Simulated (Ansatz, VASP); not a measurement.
**Two plane-wave programs on Ni**

```
Ni
1.0
     0.00000    1.67798    1.67798
     1.67798    0.00000    1.67798
     1.67798    1.67798    0.00000
Ni
1
Direct
  0.00000 0.00000 0.00000
```

Alike in both runs: task single point; functional PBEsol; k mesh 20 × 20 × 20; occupations gaussian, width 0.1 eV; collinear spin.

|  | VASP | Ansatz |
| --- | --- | --- |
| version | VASP 6.6.1 | Ansatz 0.2.0 |
| potentials or method | VASP PAW PBE potentials, release 64 (Ni), cutoff 520 eV | scalar-relativistic, plane waves, PAW |
| valence electrons in the cell | 10 | 18 |

|  | VASP | Ansatz | Ansatz less VASP |
| --- | --- | --- | --- |
| gap on the k mesh at the Fermi level (eV) | none | none | - |
| pressure (GPa) | 26.9 | 27.4 | +0.48 |
| net moment per atom (μB) | 0.61 | 0.62 | +0.008 |
| size of the moment on the site where the two differ most (μB) | 0.61 | 0.65 | +0.041 |

VASP's potentials were made for PBE, not for PBEsol. Site moments also hang on the region over which each program counts them. A gap of «none» marks a metal or a gap that the smearing closes. VASP's potentials hold 10 valence electrons a cell and Ansatz's 18, so a difference there can come from the potentials and not from the codes.
